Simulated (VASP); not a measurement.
Write the native input for VASP 6.6.1 that does the following.

- Task: single point
- Functional: LDA
- Potentials or basis: VASP PAW LDA potentials, release 64 (Ga_d, N)
- Cutoff: 600 eV
- k mesh: 10 × 10 × 10
- Occupations: gaussian, width 0.02 eV
- Spin: no spin polarisation
- Dipole correction: no
- Further INCAR settings: ALGO = Normal; EDIFF = 1e-06; NBANDS = 16

The structure of GaN lies in POSCAR:

```
GaN
1.0
    0.0000000000      2.2276025210      2.2276025210
    2.2276025210      0.0000000000      2.2276025210
    2.2276025210      2.2276025210      0.0000000000
Ga N
1 1
Direct
    0.0000000000      0.0000000000      0.0000000000
    0.2500000000      0.2500000000      0.2500000000
```

One way to write it, as run:

INCAR

```
SYSTEM = GaN
  PREC = Accurate
  ENCUT = 600
  EDIFF = 1E-6
  ISMEAR = 0
  SIGMA = 0.02
  LREAL = .False.
  LASPH = .True.
  NELM = 120
  ALGO = Normal
  ISIF = 2
  LWAVE = .False.
  LCHARG = .False.
  NBANDS = 16
  GGA_COMPAT = .False.
```

KPOINTS

```
Automatic mesh
0
Gamma
  10 10 10
  0 0 0
```

Potentials or basis: VASP PAW LDA potentials, release 64 (Ga_d, N).

Launch:

```console
$ cat potpaw_LDA.64/Ga_d/POTCAR potpaw_LDA.64/N/POTCAR > POTCAR
$ mpirun -np 1 vasp_std > vasp.out
```

It gave:

```yaml
Pressure: 1.0 GPa
Band_gap_on_the_k_mesh: 1.97 eV
```

It took 41 s on 1 thread of Intel Xeon 8259CL, with other jobs on the host, peak memory 0.15 GiB.
